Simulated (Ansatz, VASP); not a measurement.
**One calculation of Pb, two programs**

INCAR

```
SYSTEM = Pb
ALGO = Fast ; EDIFF = 1E-7
ENCUT = 520 ; GGA = PE
ISIF = 2 ; ISMEAR = 0
LASPH = .True. ; LCHARG = .True.
LELF = .True. ; LREAL = .False.
LVHAR = .True. ; LWAVE = .False.
NBANDS = 51 ; NELM = 100
PREC = Accurate ; SIGMA = 0.1
```

The input KPOINTS:

```
k-points
0
Gamma
  6 6 6
  0 0 0
```

The input POSCAR:

```
Pb
1.0
    5.9859652469      3.4559986466      1.5660810451
   -5.9859652469      3.4559986466      1.5660810451
    0.0000000000     -6.9119972932      1.5660810451
Pb
6
Direct
    0.5845000000      0.3510000000      0.2465000000
    0.2465000000      0.5845000000      0.3510000000
    0.3510000000      0.2465000000      0.5845000000
    0.4155000000      0.6490000000      0.7535000000
    0.7535000000      0.4155000000      0.6490000000
    0.6490000000      0.7535000000      0.4155000000
```

Input for Ansatz:

```yaml
crystal:
  lattice:
    - [5.9859652469, 3.4559986466, 1.5660810451]
    - [-5.9859652469, 3.4559986466, 1.5660810451]
    - [0.0, -6.9119972932, 1.5660810451]
  atoms:
    - { symbol: Pb, position: [0.5845, 0.351, 0.2465] }
    - { symbol: Pb, position: [0.2465, 0.5845, 0.351] }
    - { symbol: Pb, position: [0.351, 0.2465, 0.5845] }
    - { symbol: Pb, position: [0.4155, 0.649, 0.7535] }
    - { symbol: Pb, position: [0.7535, 0.4155, 0.649] }
    - { symbol: Pb, position: [0.649, 0.7535, 0.4155] }
basis:
  ecutwfc: 420
kpoints:
  mp_grid: { grid: [6, 6, 6] }
hamiltonian:
  xc: pbe
scf:
  occupations: { method: gaussian, width: 0.1 }
  lower_state_search: "off"
output:
  forces: true
  stress: true
  eigenvalues: true
```

Alike in both runs: task single point; functional PBE; k mesh 6 × 6 × 6; occupations gaussian, width 0.1 eV; no spin polarisation.

|  | VASP | Ansatz |
| --- | --- | --- |
| version | VASP 6.6.1 | Ansatz 0.2.0 |
| potentials or method | VASP PAW PBE potentials, release 64 (Pb_d), cutoff 520 eV | scalar-relativistic, plane waves, PAW |
| valence electrons in the cell | 84 | 84 |

```csv
,VASP,Ansatz,Ansatz less VASP
gap on the k mesh at the Fermi level (eV),none,none,-
rms of the force components (eV/Å),8.089,8.047,-0.0412
```

Atom by atom the forces differ by 0.043 eV/Å (rms over components). A gap of «none» marks a metal or a gap that the smearing closes. The functional is the same, so the differences come from potentials, cutoffs and numerics.

Spin-orbit coupling is off throughout.
